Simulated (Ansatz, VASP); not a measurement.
# One calculation of Zn, two programs

The input INCAR:

```
SYSTEM = Zn
ALGO     = Fast           ! electronic algorithm
EDIFF    = 1E-6           ! SCF threshold, eV
EDIFFG   = -0.01          ! ionic threshold
ENCUT    = 600            ! plane-wave cutoff, eV
GGA      = PE             ! functional
IBRION   = 2              ! ionic algorithm
ISIF     = 3              ! what is computed and relaxed
ISMEAR   = 0              ! smearing method
LASPH    = .TRUE.         ! aspherical terms in the spheres
LCHARG   = .FALSE.        ! write CHGCAR
LREAL    = .FALSE.        ! projectors in reciprocal space
LWAVE    = .FALSE.        ! write WAVECAR
NELM     = 80             ! most SCF steps
NSW      = 100            ! ionic steps
PREC     = Accurate       ! precision mode
SIGMA    = 0.1            ! smearing width, eV
```

The input KPOINTS:

```
k-points
0
G
  18 18 18
  0 0 0
```

Contents of POSCAR:

```
Zn
1.0
    2.1096534765      1.2180090025      1.0222646337
   -2.1096534765      1.2180090025      1.0222646337
    0.0000000000     -2.4360180051      1.0222646337
Zn
1
Direct
    0.5000000000      0.5000000000      0.5000000000
```

Input for Ansatz:

```yaml
crystal:
  lattice:
    - [2.1096534765, 1.2180090025, 1.0222646337]
    - [-2.1096534765, 1.2180090025, 1.0222646337]
    - [0.0, -2.4360180051, 1.0222646337]
  atoms:
    - { symbol: Zn, position: [0.5, 0.5, 0.5] }
basis:
  ecutwfc: 420
kpoints:
  mp_grid: { grid: [18, 18, 18] }
hamiltonian:
  xc: pbe
scf:
  occupations: { method: gaussian, width: 0.1 }
output:
  forces: true
  stress: true
  eigenvalues: true
relax:
  adjacent_minimum: "off"
  f_tol: 0.01
  max_steps: 80
  cell: { stress_tol: 0.05 }
```

Alike in both runs: task relaxation of cell and atoms; functional PBE; k mesh 18 × 18 × 18; occupations gaussian, width 0.1 eV; no spin polarisation.

```csv
,VASP,Ansatz
version,VASP 6.6.1,Ansatz 0.2.0
potentials or method,"VASP PAW PBE potentials, release 64 (Zn), cutoff 600 eV","scalar-relativistic, plane waves, PAW"
valence electrons in the cell,12,12
```

VASP gave:

* gap on the k mesh at the Fermi level, each at its own relaxed structure (eV): none
* relaxed volume (Å³/atom): 15.55
* relaxed cell length with the largest relative difference (Å): 2.657

Which values does Ansatz return?

gap on the k mesh at the Fermi level, each at its own relaxed structure (eV): none; relaxed volume (Å³/atom): 15.54; relaxed cell length with the largest relative difference (Å): 2.656.

A gap of «none» marks a metal or a gap that the smearing closes.
